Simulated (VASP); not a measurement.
# CaO (eos): single point with LDA

CaO (eos):

```xyz
2
Lattice="0.0000 2.3057 2.3057 2.3057 0.0000 2.3057 2.3057 2.3057 0.0000" Properties=species:S:1:pos:R:3 pbc="T T T"
Ca    0.0000    0.0000    0.0000
O     2.3057    2.3057    2.3057
```

This cell differs from its parent crystal: volume scaled by 0.94.

```
Program                : VASP 6.6.1
Task                   : single point
Functional             : LDA
Potentials or basis    : VASP PAW LDA potentials, release 64 (Ca_sv, O)
Cutoff                 : 600 eV
k mesh                 : 8 × 8 × 8
Occupations            : gaussian, width 0.02 eV
Spin                   : no spin polarisation
Dipole correction      : no
Further INCAR settings : ALGO = Normal; EDIFF = 1e-06; NBANDS = 15
```

```
Pressure               : 10.3 GPa
Band gap on the k mesh : 3.36 eV, indirect (least direct gap 3.69 eV)
```

Levels at points of the mesh, in eV from the valence-band top:
```tsv
k point	band 5	band 6	band 7	band 8	band 9	band 10	band 11	band 12
(0.00, 0.00, 0.00)	-15.45	0.00	0.00	0.00	5.64	6.38	6.38	6.38
(0.50, 0.00, 0.00)	-13.58	-3.02	-1.51	-1.51	7.54	8.98	8.98	9.29
(0.50, 0.50, 0.00)	-15.23	-1.20	-0.33	-0.33	3.36	8.99	9.59	10.39
```

Run time: 27 s on 1 thread of Intel Xeon 8259CL, on a shared host, peak memory 0.15 GiB.

 A k mesh can miss the band edges.
